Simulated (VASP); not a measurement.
Input of a VASP 6.6.1 run:

File INCAR:

```
PREC     = Accurate       # precision mode
ENCUT    = 520            # plane-wave cutoff, eV
EDIFF    = 1E-6           # SCF threshold, eV
ISMEAR   = 0              # smearing method
SIGMA    = 0.01           # smearing width, eV
LREAL    = False          # projectors in reciprocal space
LASPH    = True           # aspherical terms in the spheres
NELM     = 100            # most SCF steps
ALGO     = Normal         # electronic algorithm
ISIF     = 2              # what is computed and relaxed
LWAVE    = False          # write WAVECAR
LCHARG   = True           # write CHGCAR
LELF     = True           # ELF
LVHAR    = True         
NBANDS   = 35             # bands
```

Contents of KPOINTS:

```
regular mesh
0
Gamma
  6 6 8
```

POSCAR

```
SnO2
1.0
    4.7604949007      0.0000000000      0.0000000000
    0.0000000000      4.7604949007      0.0000000000
    0.0000000000      0.0000000000      3.2001628118
Sn O
2 4
Direct
    0.0000000000      0.0000000000      0.0000000000
    0.5000000000      0.5000000000      0.5000000000
    0.3058809150      0.3058809150      0.0000000000
    0.1941190850      0.8058809150      0.5000000000
    0.6941190850      0.6941190850      0.0000000000
    0.8058809150      0.1941190850      0.5000000000
```

Potentials or basis: VASP PAW LDA potentials, release 64 (Sn_d, O).

Run with:

```bash
$ cat potpaw_LDA.64/Sn_d/POTCAR potpaw_LDA.64/O/POTCAR > POTCAR
$ mpirun -np 1 vasp_std > vasp.out
```

(1) Estimate the pressure.

(2) Predict the largest force.

(3) Estimate the band gap on the k mesh.

Answers

(1) -2.8 GPa.

(2) 0.055 eV/Å.

(3) 0.98 eV, direct.

Caveat: spin-orbit coupling is left out, which moves the levels of the heavy elements.
